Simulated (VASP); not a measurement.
**AlB3P4: single point with PBE**

AlB3P4:

```
B Al P
1.0
     5.63237   -1.67857    0.02514
     5.63237    1.67857    0.02514
    -0.99821    0.00000    5.85817
B Al P
3 1 4
Direct
  0.99355 0.99355 0.98708
  0.50476 0.50476 0.51074
  0.25162 0.25162 0.74958
  0.74782 0.74782 0.24900
  0.53967 0.53967 0.17845
  0.06956 0.06956 0.68831
  0.81546 0.81546 0.90855
  0.32756 0.32756 0.47829
```

```json
{"Program": "VASP 6.6.1", "Task": "single point", "Functional": "PBE", "Potentials or basis": "VASP PAW PBE potentials, release 64 (B, Al, P)", "Cutoff": "500 eV", "k mesh": "8 × 8 × 4", "Occupations": "fermi-dirac, width 0.02 eV", "Spin": "no spin polarisation", "Dipole correction": "no", "Further INCAR settings": "ALGO = Normal; EDIFF = 1e-06; NBANDS = 26"}
```

```
Pressure               : -0.2 GPa
Largest force          : 0.011 eV/Å
Band gap on the k mesh : 0.51 eV (least direct gap 0.83 eV)
```

Forces in eV/Å, atoms in the order of the input:
```
B   -0.008  0.000 -0.001
B   -0.011  0.000  0.002
B    0.010  0.000 -0.005
Al   0.004  0.000  0.002
P    0.006  0.000  0.001
P    0.002  0.000 -0.001
P    0.000  0.000  0.000
P   -0.003  0.000  0.003
```

Levels at points of the mesh, in eV from the valence-band top:
| k point | band 13 | band 14 | band 15 | band 16 | band 17 | band 18 | band 19 | band 20 |
| --- | --- | --- | --- | --- | --- | --- | --- | --- |
| (0.00, 0.00, 0.00) | -2.04 | -0.87 | -0.50 | 0.00 | 1.40 | 1.74 | 2.12 | 2.56 |
| (0.50, 0.00, 0.00) | -4.30 | -4.10 | -3.27 | -2.59 | 2.26 | 2.60 | 3.07 | 3.35 |
| (0.50, 0.50, 0.00) | -2.14 | -2.11 | -1.10 | -0.29 | 0.74 | 0.81 | 1.96 | 2.14 |
| (0.00, 0.00, 0.50) | -2.77 | -2.31 | -2.05 | -0.64 | 1.82 | 2.06 | 2.11 | 2.72 |
| (0.50, 0.00, 0.50) | -3.94 | -2.96 | -2.26 | -1.94 | 0.51 | 0.80 | 1.39 | 1.92 |
| (0.50, 0.50, 0.50) | -3.18 | -2.49 | -2.12 | -0.38 | 1.24 | 1.52 | 2.86 | 2.97 |

Run time: 4.2 min on 1 thread of AMD EPYC 9R45 96-Core Processor (Zen 5), with other jobs on the host, peak memory 0.38 GiB.

A k mesh can miss the band edges.
